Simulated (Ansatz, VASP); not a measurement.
# Two plane-wave programs on BeTe

```xyz
2
Lattice="0.0000 2.8286 2.9418 2.8286 0.0000 2.9418 2.8286 2.8286 0.0000" Properties=species:S:1:pos:R:3 pbc="T T T"
Be    0.0000    0.0000    0.0000
Te    1.4143    1.4143    1.4709
```

Change from the starting cell: uniaxial_z strain +4.0%.

Alike in both runs: task single point; functional r2SCAN; k mesh 8 × 8 × 8; no spin polarisation.

|  | VASP | Ansatz |
| --- | --- | --- |
| version | VASP 6.6.1 | Ansatz 0.2.0 |
| potentials or method | VASP PAW PBE potentials, release 64 (Be, Te) | plane waves, PAW |
| plane-wave cutoff (eV) | 520 | 500 |
| occupations | gaussian, width 0.01 eV | fixed |
| valence electrons in the cell | 8 | 18 |

VASP gave:

| Item | Value |
| --- | --- |
| gap on the k mesh at the Fermi level (eV) | 2.30 |
| pressure (GPa) | -2.0 |
| traceless stress, the component that is largest in VASP (GPa) | -1.70 |

Estimate Ansatz's values.

gap on the k mesh at the Fermi level (eV): 2.31; pressure (GPa): -2.2; traceless stress, the component that is largest in VASP (GPa): -1.70.

VASP's potentials were made for PBE, not for r2SCAN. VASP's potentials hold 8 valence electrons a cell and Ansatz's 18, so a difference there can come from the potentials and not from the codes.

Spin-orbit coupling is off throughout.
